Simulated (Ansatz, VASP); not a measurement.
# MgSe in VASP and in Ansatz

Contents of INCAR:

```
SYSTEM = MgSe
PREC = Accurate
ENCUT = 600
EDIFF = 1E-6
ISMEAR = 0
SIGMA = 0.05
LREAL = .False.
LASPH = .True.
NELM = 120
ALGO = Normal
ISIF = 2
LWAVE = .False.
LCHARG = .False.
NBANDS = 11
GGA_COMPAT = .False.
```

KPOINTS

```
regular mesh
0
Gamma
  10 10 10
  0 0 0
```

POSCAR

```
MgSe
1.0
    0.0000000000      2.7255000000      2.7255000000
    2.7255000000      0.0000000000      2.7255000000
    2.7255000000      2.7255000000      0.0000000000
Mg Se
1 1
Direct
    0.0000000000      0.0000000000      0.0000000000
    0.5000000000      0.5000000000      0.5000000000
```

Input for Ansatz:

```yaml
crystal:
  lattice:
    - [0.0, 2.7255, 2.7255]
    - [2.7255, 0.0, 2.7255]
    - [2.7255, 2.7255, 0.0]
  atoms:
    - { symbol: Mg, position: [0.0, 0.0, 0.0] }
    - { symbol: Se, position: [0.5, 0.5, 0.5] }
basis:
  ecutwfc: 420
kpoints:
  mp_grid: { grid: [10, 10, 10] }
hamiltonian:
  xc: lda
scf:
  occupations: { method: gaussian, width: 0.05 }
output:
  forces: true
  stress: true
  eigenvalues: true
```

Alike in both runs: task single point; functional LDA; k mesh 10 × 10 × 10; occupations gaussian, width 0.05 eV; no spin polarisation.

|  | VASP | Ansatz |
| --- | --- | --- |
| version | VASP 6.6.1 | Ansatz 0.2.0 |
| potentials or method | VASP PAW LDA potentials, release 64 (Mg, Se), cutoff 600 eV | scalar-relativistic, plane waves, PAW |
| valence electrons in the cell | 8 | 26 |

Ansatz gave:

```
gap on the k mesh at the Fermi level (eV) : 1.66
least direct gap on the mesh (eV)         : 2.38
pressure (GPa)                            : -2.1
```

Question: Which values does VASP return?

Answer: gap on the k mesh at the Fermi level (eV): 1.65; least direct gap on the mesh (eV): 2.40; pressure (GPa): -2.4.

LDA's correlation is that of Perdew and Zunger in VASP and of Perdew and Wang (1992) in Ansatz. VASP's potentials hold 8 valence electrons a cell and Ansatz's 26, so a difference there can come from the potentials and not from the codes.
